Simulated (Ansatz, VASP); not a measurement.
# WS2: VASP beside Ansatz

```
CELL_PARAMETERS angstrom
3.18352 0.00000 0.00000
-1.59176 2.75701 0.00000
0.00000 0.00000 16.95058
ATOMIC_POSITIONS crystal
W 0.34514 0.65534 0.99890
S 0.67315 0.31412 0.90864
S 0.68704 0.32625 0.09063
```

Alike in both runs: task single point; functional LDA; k mesh 6 × 6 × 1; no spin polarisation.

```csv
,VASP,Ansatz
version,VASP 6.6.1,Ansatz 0.2.0
potentials or method,"VASP PAW LDA potentials, release 64 (W_sv, S), cutoff 500 eV","plane waves, PAW"
occupations,"methfessel-paxton of order 1, width 0.1 eV","cold, width 0.1 eV"
valence electrons in the cell,26,26
```

Ansatz gave:

```
rms of the force components (eV/Å) : 0.213
```

**Question.** Which values does VASP return?

**Answer.** rms of the force components (eV/Å): 0.212.

LDA's correlation is that of Perdew and Zunger in VASP and of Perdew and Wang (1992) in Ansatz. Atom by atom the forces differ by 0.019 eV/Å (rms over components).

Spin-orbit coupling is off throughout.
